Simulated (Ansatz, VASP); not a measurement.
# Two plane-wave programs on SiO2

```
Si O
1.0
     4.95010    0.00000    0.00000
     0.00000    4.95010    0.00000
     0.00000    0.00000    6.92590
Si O
4 8
Direct
  0.30675 0.30675 0.00000
  0.19325 0.80675 0.25000
  0.69325 0.69325 0.50000
  0.80675 0.19325 0.75000
  0.23607 0.11972 0.18632
  0.38028 0.73607 0.43632
  0.76393 0.88028 0.68632
  0.61972 0.26393 0.93632
  0.73607 0.38028 0.56368
  0.88028 0.76393 0.31368
  0.26393 0.61972 0.06368
  0.11972 0.23607 0.81368
```

Alike in both runs: functional PBE; k mesh 5 × 5 × 4; occupations fermi-dirac, width 0.02 eV; no spin polarisation.

Ansatz relaxed the structure, and its values are those at the end. VASP's run is a single point on that final structure, the one shown.

|  | VASP | Ansatz |
| --- | --- | --- |
| version | VASP 6.6.1 | Ansatz 0.2.0 |
| potentials or method | VASP PAW PBE potentials, release 64 (Si, O) | plane-wave PAW, scalar-relativistic |
| plane-wave cutoff (eV) | 520 | 420 |
| valence electrons in the cell | 64 | 64 |

Ansatz gave:

- gap on the k mesh at the Fermi level (eV): 5.64
- pressure (GPa): 1.4
- rms of the force components (eV/Å): 0.011

Problem. Which values does VASP return?

Solution. gap on the k mesh at the Fermi level (eV): 5.64; pressure (GPa): 1.5; rms of the force components (eV/Å): 0.012.

Ansatz's warnings: stress scf threshold loose.
